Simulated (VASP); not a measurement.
# Ga2O3 (P-3m1) in VASP: a series of runs

Runs on Ga2O3. Level: PBE+D3(BJ). Tasks: single point, relaxation of cell and atoms.

All numbers are computed with VASP 6.6.1; they aren't measurements. Logs are shortened: lines on timing, memory, paths and dates and some standing lists are left out, and cuts for length are marked.

## 1. The cell of the first run

Symmetry: P-3m1, No. 164, trigonal system. Conventional cell: a = 2.913 Å, b = 2.913 Å, c = 7.167 Å, α = 90.00°, β = 90.00°, γ = 120.00°. Within 2.7 Å of Ga (site symmetry 3m) lie 6 O at 2.07 Å. Within 2.7 Å of O (site symmetry 3m) lie 3 Ga at 2.07 Å. O (site symmetry -3m) has 6 Ga at 2.07 Å within 2.7 Å.

## 2. Single point, PBE+D3(BJ)

The input, INCAR:

```
SYSTEM = Ga2O3
ALGO = Normal ; EDIFF = 1E-6
ENCUT = 600 ; GGA = PE
GGA_COMPAT = .False. ; ISIF = 2
ISMEAR = 0 ; IVDW = 12
LASPH = .True. ; LCHARG = .False.
LREAL = .False. ; LWAVE = .False.
NBANDS = 30 ; NELM = 120
PREC = Accurate ; SIGMA = 0.1
```

The input, KPOINTS:

```
k-points
0
Gamma
  6 6 4
  0 0 0
```

The input, POSCAR:

```
Ga2O3
1.0
    2.9125689300      0.0000000000      0.0000000000
   -1.4562844600      2.5223586800      0.0000000000
    0.0000000000      0.0000000000      7.1674043400
Ga O
2 3
Direct
    0.3333333300      0.6666666700      0.8326200800
    0.6666666700      0.3333333300      0.1673799200
    0.6666666700      0.3333333300      0.6652401500
    0.0000000000      0.0000000000      0.0000000000
    0.3333333300      0.6666666700      0.3347598500
```

Potentials or basis: VASP PAW PBE potentials, release 64 (Ga_d, O).

On the command line:

```console
$ cat potpaw_PBE.64/Ga_d/POTCAR potpaw_PBE.64/O/POTCAR > POTCAR
$ mpirun -np 1 vasp_std > vasp.out
```

OUTCAR:

```text
SYSTEM = Ga2O3
   EDIFF = 1E-6
   ENCUT = 600
   GGA = PE
   ISIF = 2
   ISMEAR = 0
   IVDW = 12
   LASPH = .True.
   LREAL = .False.
   NELM = 120
   PREC = Accurate
 IVDW          = 12

 ion  position               nearest neighbor table
   1  0.333  0.667  0.833-   4 2.07   4 2.07   4 2.07   3 2.07   3 2.07   3 2.07
   2  0.667  0.333  0.167-   4 2.07   4 2.07   4 2.07   5 2.07   5 2.07   5 2.07
   3  0.667  0.333  0.665-   1 2.07   1 2.07   1 2.07
   4  0.000  0.000  0.000-   1 2.07   2 2.07   1 2.07   2 2.07   2 2.07   1 2.07
   5  0.333  0.667  0.335-   2 2.07   2 2.07   2 2.07

  LATTYP: Found a hexagonal cell.
 ALAT       =     2.9125689300
 C/A-ratio  =     2.4608531205

  Lattice vectors:

 A1 = (   2.9125689300,   0.0000000000,   0.0000000000)
 A2 = (  -1.4562844600,   2.5223586800,   0.0000000000)
 A3 = (   0.0000000000,   0.0000000000,   7.1674043400)

Analysis of symmetry for initial positions (statically):
=====================================================================
 Subroutine PRICEL returns:
 Original cell was already a primitive cell.

 Routine SETGRP: Setting up the symmetry group for a
 hexagonal supercell.

 Subroutine GETGRP returns: Found 12 space group operations
 (whereof 12 operations were pure point group operations)
 out of a pool of 24 trial point group operations.

The static configuration has the point symmetry D_3d.

Analysis of symmetry for dynamics (positions and initial velocities):
=====================================================================
 Subroutine PRICEL returns:
 Original cell was already a primitive cell.

 Routine SETGRP: Setting up the symmetry group for a
 hexagonal supercell.

 Subroutine GETGRP returns: Found 12 space group operations
 (whereof 12 operations were pure point group operations)
 out of a pool of 24 trial point group operations.

The dynamic configuration has the point symmetry D_3d.

 Subroutine INISYM returns: Found 12 space group operations
 (whereof 12 operations are pure point group operations),
 and found     1 'primitive' translations

----------------------------------------------------------------------------------------

                                     Primitive cell

  volume of cell :      52.6556

  direct lattice vectors                    reciprocal lattice vectors
     2.912568930  0.000000000  0.000000000     0.343339514  0.198227160  0.000000000
    -1.456284460  2.522358680  0.000000000     0.000000000  0.396454322  0.000000000
     0.000000000  0.000000000  7.167404340     0.000000000  0.000000000  0.139520523

  length of vectors
     2.912568930  2.912568924  7.167404340     0.396454321  0.396454322  0.139520523

  position of ions in fractional coordinates (direct lattice)
     0.333333330  0.666666670  0.832620080
     0.666666670  0.333333330  0.167379920
     0.666666670  0.333333330  0.665240150
     0.000000000  0.000000000  0.000000000
     0.333333330  0.666666670  0.334759850

  ion indices of the primitive-cell ions
   primitive index   ion index
                 1           1
                 2           2
                 3           3
                 4           4
                 5           5

----------------------------------------------------------------------------------------

 KPOINTS: k-points

Automatic generation of k-mesh.
 Grid dimensions read from file:
 generate k-points for:    6    6    4

 Generating k-lattice:

  Cartesian coordinates                     Fractional coordinates (reciprocal lattice)
     0.057223252  0.033037860  0.000000000     0.166666667  0.000000000  0.000000000
     0.000000000  0.066075720  0.000000000     0.000000000  0.166666667  0.000000000
     0.000000000  0.000000000  0.034880131     0.000000000  0.000000000  0.250000000

  Length of vectors
     0.066075720  0.066075720  0.034880131

  Shift w.r.t. Gamma in fractional coordinates (k-lattice)
     0.000000000  0.000000000  0.000000000

 Subroutine IBZKPT returns following result:
 ===========================================

 Found     24 irreducible k-points:

 Following reciprocal coordinates:
            Coordinates               Weight
  0.000000  0.000000  0.000000      1.000000
  0.166667  0.000000  0.000000      6.000000
  0.333333 -0.000000  0.000000      6.000000
  0.500000  0.000000  0.000000      3.000000
  0.166667  0.166667  0.000000      6.000000
  0.333333  0.166667  0.000000     12.000000
[... 16 lines left out ...]
  0.333333  0.166667  0.500000     12.000000
  0.333333  0.333333  0.500000      2.000000
   k-points           NKPTS =     24   k-points in BZ     NKDIM =     24   number of bands    NBANDS=     30
   number of dos      NEDOS =    301   number of ions     NIONS =      5
   total plane-waves  NPLWV =  34560
   dimension x,y,z NGX =    24 NGY =   24 NGZ =   60
   dimension x,y,z NGXF=    48 NGYF=   48 NGZF=  120
   ions per type =               2   3
   NGX,Y,Z   is equivalent  to a cutoff of  13.70, 13.70, 13.92 a.u.
   NGXF,Y,Z  is equivalent  to a cutoff of  27.40, 27.40, 27.83 a.u.
 SYSTEM =  Ga2O3
   PREC   = accura    normal or accurate (medium, high low for compatibility)
   ISTART =      0    job   : 0-new  1-cont  2-samecut
   ICHARG =      2    charge: 1-file 2-atom 10-const
   ISPIN  =      1    spin polarized calculation?
   LNONCOLLINEAR =      F non collinear calculations
   LSORBIT =      F    spin-orbit coupling
   LASPH  =      T    aspherical Exc in radial PAW
   ENCUT  =  600.0 eV  44.10 Ry    6.64 a.u.   5.82  5.82 14.32*2*pi/ulx,y,z
   NELM   =    120;   NELMIN=  2; NELMDL= -5     # of ELM steps
   EDIFF  = 0.1E-05   stopping-criterion for ELM
   LREAL  =      F    real-space projection
   EDIFFG = 0.1E-04   stopping-criterion for IOM
   NSW    =      0    number of steps for IOM
   IBRION =     -1    ionic relax: 0-MD 1-quasi-New 2-CG
   NFREE  =      0    steps in history (QN), initial steepest desc. (CG)
   ISIF   =      2    stress and relaxation
   ISYM   =      2    0-nonsym 1-usesym 2-fastsym
   POTIM  = 0.5000    time-step for ionic-motion
   TEBEG  =    0.0;   TEEND  =   0.0 temperature during run
   PSTRESS=    0.0 pullay stress
   NELECT =      44.0000    total number of electrons
   NUPDOWN=      -1.0000    fix difference up-down
   EMIN   =  10.00;   EMAX   =-10.00  energy-range for DOS
   EFERMI =   0.00;   METHOD = LEGACY
   ISMEAR =     0;   SIGMA  =   0.10  broadening in eV -4-tet -1-fermi 0-gaus
   EFERMI_NEDOS =   21; number of points for ismear=-14 and -15
   IALGO  =     38    algorithm
   IMIX   =      4    mixing-type and parameters
     AMIX     =   0.40;   BMIX     =  1.00
     AMIX_MAG =   1.60;   BMIX_MAG =  1.00
  volume/ion in A,a.u.               =      10.53        71.07
  Fermi-wavevector in a.u.,A,eV,Ry     =   1.541975  2.913911 32.350405  2.377688
  Thomas-Fermi vector in A             =   2.647845
   LORBIT       =      0    0 simple, 1 ext, 2 COOP (PROOUT), +10 PAW based schemes
   GGA     = PE    functional components
   LHFCALC =     F    Hartree Fock is set to
   AEXX    =    0.0000 exact exchange contribution
   IVDW    =    12    specifies the selected vdW correction
   LEPSILON=     F    determine dielectric tensor
   LRPA    =     F    only Hartree local field effects (RPA)
 non-spin polarized calculation
 Gauss-broadening in eV      SIGMA  =   0.10
  energy-cutoff  :      600.00
  volume of cell :       52.66
 maximum number of plane-waves:      1772
 NGX is ok and might be reduce to    24
   NGX = 11   NGY = 11   NGZ = 29

 number of electron      43.9999998 magnetization

 Free energy of the ion-electron system (eV)
  ---------------------------------------------------
  ext. energy  EPLUGINS =         0.00000000
  ---------------------------------------------------
  free energy    TOTEN  =       -25.93816020 eV

  energy without entropy =      -25.93752029  energy(sigma->0) =      -25.93784025

 E-fermi :   4.7717     XC(G=0): -11.6510

 val. band max:        4.6391484970   @ k =   0.0000   0.0000   0.0000
 cond. band min:       4.8398940976   @ k =   0.0000   0.0000   0.0000
 fundamental gap:      0.2007456007
 Fermi energy:         4.7716948988

 k-point     1 :       0.0000    0.0000    0.0000
  band No.  band energies     occupation
      1     -18.0106      2.00000
      2     -12.6985      2.00000
      3     -12.6229      2.00000
      4     -10.1510      2.00000
      5     -10.1510      2.00000
      6     -10.0693      2.00000
[... 22 lines left out ...]
     29      18.2954      0.00000
     30      18.8333      0.00000

 k-point     2 :       0.1667    0.0000    0.0000
  band No.  band energies     occupation
      1     -17.7552      2.00000
      2     -12.5684      2.00000
      3     -12.5112      2.00000
      4     -10.1284      2.00000
      5     -10.1065      2.00000
      6     -10.0639      2.00000
[... 22 lines left out ...]
     29      15.9221      0.00000
     30      17.4593      0.00000

 k-point     3 :       0.3333   -0.0000    0.0000
  band No.  band energies     occupation
      1     -17.2000      2.00000
      2     -12.3727      2.00000
      3     -12.1993      2.00000
      4     -10.1347      2.00000
      5     -10.1085      2.00000
      6     -10.0954      2.00000
[... 22 lines left out ...]
     29      15.6673      0.00000
     30      16.2784      0.00000

 k-point     4 :       0.5000    0.0000    0.0000
  band No.  band energies     occupation
      1     -16.8974      2.00000
      2     -12.1998      2.00000
      3     -12.0746      2.00000
      4     -10.2264      2.00000
      5     -10.1359      2.00000
      6     -10.1353      2.00000
[... 616 lines left out ...]
     29      15.1052      0.00000
     30      16.6399      0.00000

 k-point    23 :       0.3333    0.1667    0.5000
  band No.  band energies     occupation
      1     -16.9074      2.00000
      2     -12.1775      2.00000
      3     -12.1240      2.00000
      4     -10.1797      2.00000
      5     -10.1454      2.00000
      6     -10.0157      2.00000
[... 22 lines left out ...]
     29      15.2405      0.00000
     30      16.4131      0.00000

 k-point    24 :       0.3333    0.3333    0.5000
  band No.  band energies     occupation
      1     -16.7633      2.00000
      2     -12.0867      2.00000
      3     -12.0867      2.00000
      4     -10.1419      2.00000
      5     -10.1419      2.00000
      6     -10.0528      2.00000
[... 22 lines left out ...]
     29      16.2629      0.00000
     30      16.2629      0.00000

------------------------ aborting loop because EDIFF is reached ----------------------------------------

 Edisp (eV)   -0.99021

 E8    (eV) :    -0.3874

  FORCE on cell =-STRESS in cart. coord.  units (eV):
  Direction    XX          YY          ZZ          XY          YZ          ZX
  --------------------------------------------------------------------------------------
  -------------------------------------------------------------------------------------
  Total       3.83573     3.83573    -3.04907     0.00000     0.00000    -0.00000
  in kB     116.71136   116.71136   -92.77555     0.00000     0.00000    -0.00000
  external pressure =       46.88 kB  Pullay stress =        0.00 kB

 VOLUME and BASIS-vectors are now :
 -----------------------------------------------------------------------------
  energy-cutoff  :      600.00
  volume of cell :       52.66
      direct lattice vectors                 reciprocal lattice vectors
     2.912568930  0.000000000  0.000000000     0.343339514  0.198227160  0.000000000
    -1.456284460  2.522358680  0.000000000     0.000000000  0.396454322  0.000000000
     0.000000000  0.000000000  7.167404340     0.000000000  0.000000000  0.139520523

 POSITION                                       TOTAL-FORCE (eV/Angst)
 -----------------------------------------------------------------------------------
     -0.00000      1.68157      5.96772        -0.000000     -0.000000     -8.326836
      1.45628      0.84079      1.19968         0.000000      0.000000      8.326836
      1.45628      0.84079      4.76805        -0.000000     -0.000000      4.905422
      0.00000      0.00000      0.00000         0.000000      0.000000      0.000000
     -0.00000      1.68157      2.39936         0.000000      0.000000     -4.905422
 -----------------------------------------------------------------------------------
    total drift:                                0.000000     -0.000000      0.000000

  FREE ENERGIE OF THE ION-ELECTRON SYSTEM (eV)
  ---------------------------------------------------
  free  energy   TOTEN  =       -26.9283720148 eV

  energy  without entropy=      -26.9277321101  energy(sigma->0) =      -26.92805206
```

Run time: 20 s. Hardware: 1 thread of Intel Xeon 6975P-C (Granite Rapids), shared host; peak memory 0.2 GiB.

Results:

| Item | Value |
| --- | --- |
| Free energy | -26.9284 eV |
| Pressure | 4.7 GPa |
| Largest force | 8.327 eV/Å |
| Band gap on the k mesh | 0.20 eV, direct |
| Dispersion energy per atom | -0.198 eV |

Forces on the atoms (eV/Å):
```
Ga   0.000  0.000 -8.327
Ga   0.000  0.000  8.327
O    0.000  0.000  4.905
O    0.000  0.000  0.000
O    0.000  0.000 -4.905
```

Stress tensor (GPa, compression positive):
```
11.67  0.00  0.00
 0.00 11.67  0.00
 0.00  0.00 -9.28
```

Caveat: forces of over 1 eV/Å act on the atoms, so gaps and moduli don't describe the material at rest.

(Part 1 of 2 ends here.)
